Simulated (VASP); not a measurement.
Write the native input for VASP 6.6.1 that does the following.

| Quantity | Value |
| --- | --- |
| Task | relaxation of cell and atoms |
| Functional | PBE |
| Potentials or basis | VASP PAW PBE potentials, release 64 (B, As) |
| Cutoff | 500 eV |
| k mesh | 7 × 7 × 7 |
| Occupations | gaussian, width 0.2 eV |
| Spin | no spin polarisation |
| Dipole correction | no |
| Further INCAR settings | ALGO = Normal; EDIFF = 1e-07; IBRION = 2; EDIFFG = -0.08; NSW = 36; ISIF = 3 |

The structure of BAs lies in POSCAR:

```
BAs
1.0
    1.7435576000      1.0066434500      2.8305912100
   -1.7435576000      1.0066434500      2.8305912100
    0.0000000000     -2.0132869000      2.8305912100
B As
1 1
Direct
    0.0000000000      0.0000000000      0.0000000000
    0.5000000000      0.5000000000      0.5000000000
```

These files were run (other wordings do the same):

INCAR

```
SYSTEM = BAs
ALGO = Normal
EDIFF = 1E-7
EDIFFG = -0.08
ENCUT = 500
GGA = PE
GGA_COMPAT = .False.
IBRION = 2
ISIF = 3
ISMEAR = 0
LASPH = .True.
LCHARG = .False.
LREAL = .False.
LWAVE = .False.
NELM = 120
NELMIN = 4
NSW = 36
PREC = Accurate
SIGMA = 0.2
```

KPOINTS

```
k-points
0
Gamma
  7 7 7
  0 0 0
```

Potentials or basis: VASP PAW PBE potentials, release 64 (B, As).

Command:

```bash
$ cat potpaw_PBE.64/B/POTCAR potpaw_PBE.64/As/POTCAR > POTCAR
$ mpirun -np 1 vasp_std > vasp.out
```

Results of the run:

```json
{"Relaxed volume": "12.35 Å³/atom", "Relaxed cell": "a = 3.264 Å, b = 3.264 Å, c = 3.264 Å, α = 60.16°, β = 60.16°, γ = 60.16°", "Space group after relaxing (to 0.05 Å)": "Fm-3m (No. 225)", "Energy gained by relaxing": "153.9 meV/atom", "Ionic steps": "3", "Pressure after relaxing": "0.1 GPa", "Band gap on the k mesh": "zero (band 4 reaches 8.33 eV, above the bottom of band 5 at 3.93 eV)"}
```

Caveat: the volume moved by over 15 % at a fixed basis, so the end points are rough.

Run time: 14 s on 1 thread of Intel(R) Xeon(R) 6975P-C (Granite Rapids) (shared host), peak memory 0.16 GiB.
